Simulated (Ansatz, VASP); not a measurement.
**One calculation of FeSi, two programs**

```
Fe Si
1.0
     4.55070    0.00000    0.00000
     0.00000    4.55070    0.00000
     0.00000    0.00000    4.55070
Fe Si
4 4
Direct
  0.13652 0.13652 0.13652
  0.36348 0.86348 0.63652
  0.63652 0.36348 0.86348
  0.86348 0.63652 0.36348
  0.84240 0.84240 0.84240
  0.65760 0.15760 0.34240
  0.34240 0.65760 0.15760
  0.15760 0.34240 0.65760
```

Alike in both runs: task single point; functional PBE; k mesh 4 × 4 × 4; occupations gaussian, width 0.1 eV; no spin polarisation.

|  | VASP | Ansatz |
| --- | --- | --- |
| version | VASP 6.6.1 | Ansatz 0.2.0 |
| potentials or method | VASP PAW PBE potentials, release 64 (Fe, Si), cutoff 520 eV | scalar-relativistic, plane waves, PAW |
| valence electrons in the cell | 48 | 80 |

|  | VASP | Ansatz | Ansatz less VASP |
| --- | --- | --- | --- |
| gap on the k mesh at the Fermi level (eV) | 0.14 | 0.15 | +0.006 |
| least direct gap on the mesh (eV) | 0.17 | 0.18 | +0.009 |
| pressure (GPa) | -13.6 | -13.7 | -0.13 |
| rms of the force components (eV/Å) | 0.141 | 0.150 | +0.0090 |

Atom by atom the forces differ by 0.012 eV/Å (rms over components). With one functional, cell and mesh, what is left measures potentials, basis and numerics. VASP's potentials hold 48 valence electrons a cell and Ansatz's 80, so a difference there can come from the potentials and not from the codes.
